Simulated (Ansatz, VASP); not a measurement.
# Sn in VASP and in Ansatz

File INCAR:

```
SYSTEM = Sn
ALGO = Fast ; EDIFF = 1E-6
ENCUT = 520 ; GGA = PS
ISIF = 2 ; ISMEAR = 0
LASPH = .True. ; LCHARG = .False.
LREAL = .False. ; LWAVE = .False.
NBANDS = 13 ; NELM = 60
PREC = Accurate ; SIGMA = 0.15
```

File KPOINTS:

```
k-points
0
Gamma
  18 18 18
  0 0 0
```

The input POSCAR:

```
Sn
1.0
   -1.8946518192      1.8946518192      1.9704378920
    1.8946518192     -1.8946518192      1.9704378920
    1.8946518192      1.8946518192     -1.9704378920
Sn
1
Direct
    0.0000000000      0.0000000000      0.0000000000
```

Input for Ansatz:

```yaml
crystal:
  lattice:
    - [-1.8946518192, 1.8946518192, 1.970437892]
    - [1.8946518192, -1.8946518192, 1.970437892]
    - [1.8946518192, 1.8946518192, -1.970437892]
  atoms:
    - { symbol: Sn, position: [0.0, 0.0, 0.0] }
basis:
  ecutwfc: 420
kpoints:
  mp_grid: { grid: [18, 18, 18] }
hamiltonian:
  xc: pbesol
scf:
  occupations: { method: gaussian, width: 0.15 }
output:
  forces: true
  stress: true
  eigenvalues: true
```

Change from the starting cell: strain +0.000 along x and y, +0.040 along z, atoms carried along.

Alike in both runs: task single point; functional PBEsol; k mesh 18 × 18 × 18; occupations gaussian, width 0.15 eV; no spin polarisation.

|  | VASP | Ansatz |
| --- | --- | --- |
| version | VASP 6.6.1 | Ansatz 0.2.0 |
| potentials or method | VASP PAW PBE potentials, release 64 (Sn_d), cutoff 520 eV | scalar-relativistic, plane waves, PAW |
| valence electrons in the cell | 14 | 14 |

|  | VASP | Ansatz | Ansatz less VASP |
| --- | --- | --- | --- |
| gap on the k mesh at the Fermi level (eV) | none | none | - |
| pressure (GPa) | -3.6 | -3.6 | -0.03 |
| traceless stress, the component that is largest in VASP (GPa) | 0.44 | 0.44 | +0.001 |

VASP's potentials were made for PBE, not for PBEsol. A gap of «none» marks a metal or a gap that the smearing closes.
